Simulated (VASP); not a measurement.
# Se (Fd-3m) in VASP: notebook

Se is run at these levels: r2SCAN; tasks: single point.

All numbers are computed with VASP 6.6.1; they aren't measurements. Logs are shortened: lines on timing, memory, paths and dates and some standing lists are left out, and cuts for length are marked.

### Step 1. The cell of the first run

Symmetry: Fd-3m, No. 227, cubic system. The conventional cell has a = 6.124 Å, b = 6.124 Å, c = 6.124 Å, α = 90.00°, β = 90.00°, γ = 90.00°. Within 3.5 Å of Se (site symmetry -43m) lie 4 Se at 2.65 Å.

### Step 2. Single point, r2SCAN

File POSCAR:

```
Se
1.0
    0.0000000000      3.0617620151      3.0617620151
    3.0617620151      0.0000000000      3.0617620151
    3.0617620151      3.0617620151      0.0000000000
Se
2
Direct
    0.5000000000      0.5000000000      0.5000000000
    0.7500000000      0.7500000000      0.7500000000
```

File INCAR.step1:

```
SYSTEM = Se
PREC = Accurate
ENCUT = 520
ISMEAR = -1
SIGMA = 0.1
LREAL = .False.
LASPH = .True.
NELM = 80
NBANDS = 13
GGA = PE
ALGO = Normal
EDIFF = 1E-4
LWAVE = .True.
LCHARG = .False.
```

File INCAR.step2:

```
SYSTEM = Se
PREC = Accurate
ENCUT = 520
EDIFF = 1E-6
ISMEAR = -1
SIGMA = 0.1
LREAL = .False.
LASPH = .True.
NELM = 80
ALGO = Normal
ISIF = 2
LWAVE = .False.
LCHARG = .True.
METAGGA = R2SCAN
LMIXTAU = .True.
LELF = .True.
LVHAR = .True.
NBANDS = 13
ISTART = 1
```

File KPOINTS:

```
regular mesh
0
Gamma
  5 5 5
  0 0 0
```

Potentials or basis: VASP PAW PBE potentials, release 64 (Se).

Started as:

```
> cat potpaw_PBE.64/Se/POTCAR > POTCAR
> cp INCAR.step1 INCAR
> mpirun -np 1 vasp_std > vasp.out
> cp INCAR.step2 INCAR
> mpirun -np 1 vasp_std > vasp.out
```

OUTCAR:

```text
SYSTEM = Se
   PREC = Accurate
   ENCUT = 520
   EDIFF = 1E-6
   ISMEAR = -1
   LREAL = .False.
   LASPH = .True.
   NELM = 80
   ISIF = 2
   METAGGA = R2SCAN
   ISTART = 1

 ion  position               nearest neighbor table
   1  0.500  0.500  0.500-   2 2.65   2 2.65   2 2.65   2 2.65
   2  0.750  0.750  0.750-   1 2.65   1 2.65   1 2.65   1 2.65

  LATTYP: Found a face centered cubic cell.
 ALAT       =     6.1235240302

  Lattice vectors:

 A1 = (   0.0000000000,   3.0617620151,   3.0617620151)
 A2 = (   3.0617620151,   0.0000000000,   3.0617620151)
 A3 = (   3.0617620151,   3.0617620151,   0.0000000000)

Analysis of symmetry for initial positions (statically):
=====================================================================
 Subroutine PRICEL returns:
 Original cell was already a primitive cell.

 Routine SETGRP: Setting up the symmetry group for a
 face centered cubic supercell.

 Subroutine GETGRP returns: Found 48 space group operations
 (whereof 24 operations were pure point group operations)
 out of a pool of 48 trial point group operations.

The static configuration has the point symmetry T_d .
 The point group associated with its full space group is O_h .

Analysis of symmetry for dynamics (positions and initial velocities):
=====================================================================
 Subroutine PRICEL returns:
 Original cell was already a primitive cell.

 Routine SETGRP: Setting up the symmetry group for a
 face centered cubic supercell.

 Subroutine GETGRP returns: Found 48 space group operations
 (whereof 24 operations were pure point group operations)
 out of a pool of 48 trial point group operations.

The dynamic configuration has the point symmetry T_d .
 The point group associated with its full space group is O_h .

 Subroutine INISYM returns: Found 48 space group operations
 (whereof 24 operations are pure point group operations),
 and found     1 'primitive' translations

----------------------------------------------------------------------------------------

                                     Primitive cell

  volume of cell :      57.4043

  direct lattice vectors                    reciprocal lattice vectors
     0.000000000  3.061762015  3.061762015    -0.163304658  0.163304658  0.163304658
     3.061762015  0.000000000  3.061762015     0.163304658 -0.163304658  0.163304658
     3.061762015  3.061762015  0.000000000     0.163304658  0.163304658 -0.163304658

  length of vectors
     4.329985367  4.329985367  4.329985367     0.282851965  0.282851965  0.282851965

  position of ions in fractional coordinates (direct lattice)
     0.500000000  0.500000000  0.500000000
     0.750000000  0.750000000  0.750000000

  ion indices of the primitive-cell ions
   primitive index   ion index
                 1           1
                 2           2

----------------------------------------------------------------------------------------

 KPOINTS: regular mesh

Automatic generation of k-mesh.
 Grid dimensions read from file:
 generate k-points for:    5    5    5

 Generating k-lattice:

  Cartesian coordinates                     Fractional coordinates (reciprocal lattice)
    -0.032660932  0.032660932  0.032660932     0.200000000  0.000000000  0.000000000
     0.032660932 -0.032660932  0.032660932     0.000000000  0.200000000  0.000000000
     0.032660932  0.032660932 -0.032660932     0.000000000  0.000000000  0.200000000

  Length of vectors
     0.056570393  0.056570393  0.056570393

  Shift w.r.t. Gamma in fractional coordinates (k-lattice)
     0.000000000  0.000000000  0.000000000

 Subroutine IBZKPT returns following result:
 ===========================================

 Found     10 irreducible k-points:

 Following reciprocal coordinates:
            Coordinates               Weight
  0.000000  0.000000  0.000000      1.000000
  0.200000  0.000000  0.000000      8.000000
  0.400000  0.000000  0.000000      8.000000
  0.200000  0.200000  0.000000      6.000000
  0.400000  0.200000  0.000000     24.000000
 -0.400000  0.200000  0.000000     24.000000
 -0.200000  0.200000  0.000000     12.000000
  0.400000  0.400000  0.000000      6.000000
 -0.400000  0.400000  0.000000     12.000000
 -0.400000  0.400000  0.200000     24.000000
   k-points           NKPTS =     10   k-points in BZ     NKDIM =     10   number of bands    NBANDS=     13
   number of dos      NEDOS =    301   number of ions     NIONS =      2
   total plane-waves  NPLWV =  32768
   dimension x,y,z NGX =    32 NGY =   32 NGZ =   32
   dimension x,y,z NGXF=    64 NGYF=   64 NGZF=   64
   ions per type =               2
   NGX,Y,Z   is equivalent  to a cutoff of  12.29, 12.29, 12.29 a.u.
   NGXF,Y,Z  is equivalent  to a cutoff of  24.57, 24.57, 24.57 a.u.
 SYSTEM =  Se
   PREC   = accura    normal or accurate (medium, high low for compatibility)
   ISTART =      1    job   : 0-new  1-cont  2-samecut
   ICHARG =      0    charge: 1-file 2-atom 10-const
   ISPIN  =      1    spin polarized calculation?
   LNONCOLLINEAR =      F non collinear calculations
   LSORBIT =      F    spin-orbit coupling
   LASPH  =      T    aspherical Exc in radial PAW
   ENCUT  =  520.0 eV  38.22 Ry    6.18 a.u.   8.05  8.05  8.05*2*pi/ulx,y,z
   NELM   =     80;   NELMIN=  2; NELMDL=  0     # of ELM steps
   EDIFF  = 0.1E-05   stopping-criterion for ELM
   LREAL  =      F    real-space projection
   EDIFFG = 0.1E-04   stopping-criterion for IOM
   NSW    =      0    number of steps for IOM
   IBRION =     -1    ionic relax: 0-MD 1-quasi-New 2-CG
   NFREE  =      0    steps in history (QN), initial steepest desc. (CG)
   ISIF   =      2    stress and relaxation
   ISYM   =      2    0-nonsym 1-usesym 2-fastsym
   POTIM  = 0.5000    time-step for ionic-motion
   TEBEG  =    0.0;   TEEND  =   0.0 temperature during run
   PSTRESS=    0.0 pullay stress
   NELECT =      12.0000    total number of electrons
   NUPDOWN=      -1.0000    fix difference up-down
   EMIN   =  10.00;   EMAX   =-10.00  energy-range for DOS
   EFERMI =   0.00;   METHOD = LEGACY
   ISMEAR =    -1;   SIGMA  =   0.10  broadening in eV -4-tet -1-fermi 0-gaus
   EFERMI_NEDOS =   21; number of points for ismear=-14 and -15
   IALGO  =     38    algorithm
   IMIX   =      4    mixing-type and parameters
     AMIX     =   0.40;   BMIX     =  1.00
     AMIX_MAG =   1.60;   BMIX_MAG =  1.00
  volume/ion in A,a.u.               =      28.70       193.69
  Fermi-wavevector in a.u.,A,eV,Ry     =   0.971599  1.836056 12.843968  0.944005
  Thomas-Fermi vector in A             =   2.101829
   LORBIT       =      0    0 simple, 1 ext, 2 COOP (PROOUT), +10 PAW based schemes
   METAGGA = R2SCAN    functional components
   LHFCALC =     F    Hartree Fock is set to
   AEXX    =    0.0000 exact exchange contribution
   IVDW    =     0    specifies the selected vdW correction
   LEPSILON=     F    determine dielectric tensor
   LRPA    =     F    only Hartree local field effects (RPA)
 non-spin polarized calculation
  energy-cutoff  :      520.00
  volume of cell :       57.40
 maximum number of plane-waves:      1562
   NGX = 17   NGY = 17   NGZ = 17

 number of electron      12.0000001 magnetization

 Free energy of the ion-electron system (eV)
  ---------------------------------------------------
  ext. energy  EPLUGINS =         0.00000000
  ---------------------------------------------------
  free energy    TOTEN  =       -27.25209102 eV

  energy without entropy =      -27.18820032  energy(sigma->0) =      -27.22014567

 E-fermi :   2.7453     XC(G=0):  -9.0724

 val. band max:        2.7223385650   @ k =  -0.2000   0.2000   0.0000
 cond. band min:       2.8299337802   @ k =  -0.4000   0.2000   0.0000
 fundamental gap:      0.1075952152
 Fermi energy:         2.7453450976

 k-point     1 :       0.0000    0.0000    0.0000
  band No.  band energies     occupation
      1     -13.9528      2.00000
      2      -7.5361      2.00000
      3      -1.2594      2.00000
      4      -1.2594      2.00000
      5      -1.2594      2.00000
      6       1.7657      1.99989
      7       1.7657      1.99989
      8       1.7657      1.99989
      9       7.4669      0.00000
     10      10.7555      0.00000
     11      10.7555      0.00000
     12      12.8284      0.00000
     13      12.8284      0.00000

 k-point     2 :       0.2000    0.0000    0.0000
  band No.  band energies     occupation
      1     -13.6485      2.00000
      2      -8.3735      2.00000
      3      -1.6060      2.00000
      4      -1.6060      2.00000
      5      -1.3869      2.00000
      6       2.2977      1.97752
      7       2.2977      1.97752
      8       2.5152      1.81800
      9       8.6265      0.00000
     10      10.0885      0.00000
     11      10.0885      0.00000
     12      12.0206      0.00000
     13      14.9085      0.00000

 k-point     3 :       0.4000    0.0000    0.0000
  band No.  band energies     occupation
      1     -12.9484      2.00000
      2      -9.7690      2.00000
      3      -2.0159      2.00000
      4      -2.0159      2.00000
      5      -1.7661      2.00000
      6       2.9266      0.28075
      7       2.9266      0.28075
      8       4.4355      0.00000
      9       9.5053      0.00000
     10      10.7176      0.00000
     11      10.7176      0.00000
     12      11.0156      0.00000
     13      13.9603      0.00000
[... 81 lines left out ...]
 k-point     9 :      -0.4000    0.4000    0.0000
  band No.  band energies     occupation
      1     -11.7667      2.00000
      2     -11.2537      2.00000
      3      -3.3627      2.00000
      4      -2.8044      2.00000
      5       0.4742      2.00000
      6       1.6818      1.99995
      7       4.8208      0.00000
      8       4.8277      0.00000
      9       8.4597      0.00000
     10      10.1145      0.00000
     11      11.5525      0.00000
     12      14.6884      0.00000
     13      15.1171      0.00000

 k-point    10 :      -0.4000    0.4000    0.2000
  band No.  band energies     occupation
      1     -12.1801      2.00000
      2     -10.7800      2.00000
      3      -3.3342      2.00000
      4      -2.8458      2.00000
      5       0.8003      2.00000
      6       1.9082      1.99954
      7       4.2545      0.00000
      8       4.4484      0.00000
      9       8.8997      0.00000
     10       9.3010      0.00000
     11      12.1056      0.00000
     12      13.8763      0.00000
     13      15.1429      0.00000

------------------------ aborting loop because EDIFF is reached ----------------------------------------

  FORCE on cell =-STRESS in cart. coord.  units (eV):
  Direction    XX          YY          ZZ          XY          YZ          ZX
  --------------------------------------------------------------------------------------
  -------------------------------------------------------------------------------------
  Total        1.3908630      1.3908630      1.3908630      0.0000000      0.0000000      0.0000000
  in kB       38.8195635     38.8195635     38.8195635      0.0000000      0.0000000      0.0000000
  external PRESSURE =      38.8195635 kB  Pullay stress =       0.0000000 kB

 VOLUME and BASIS-vectors are now :
 -----------------------------------------------------------------------------
  energy-cutoff  :      520.00
  volume of cell :       57.40
      direct lattice vectors                 reciprocal lattice vectors
     0.000000000  3.061762015  3.061762015    -0.163304658  0.163304658  0.163304658
     3.061762015  0.000000000  3.061762015     0.163304658 -0.163304658  0.163304658
     3.061762015  3.061762015  0.000000000     0.163304658  0.163304658 -0.163304658

 POSITION                                       TOTAL-FORCE (eV/Angst)
 -----------------------------------------------------------------------------------
      3.06176      3.06176      3.06176        -0.000000      0.000000      0.000000
      4.59264      4.59264      4.59264         0.000000     -0.000000     -0.000000
 -----------------------------------------------------------------------------------
    total drift:                               -0.000000     -0.000000      0.000000

  FREE ENERGIE OF THE ION-ELECTRON SYSTEM (eV)
  ---------------------------------------------------
  free  energy   TOTEN  =       -27.2520910241 eV

  energy  without entropy=      -27.1882003155  energy(sigma->0) =      -27.22014567
```

It took 54 s on 1 thread of AMD EPYC 7R13, shared host; peak memory 0.15 GiB.

What came out:

- Free energy: -27.2521 eV
- Pressure: 3.9 GPa
- Band gap on the k mesh: zero (band 6 reaches 2.93 eV, above the bottom of band 7 at 1.77 eV)

Caveat: the PAW data sets were made with another functional, which shifts forces and pressure a little.

(Continued in part 2 of 2.)
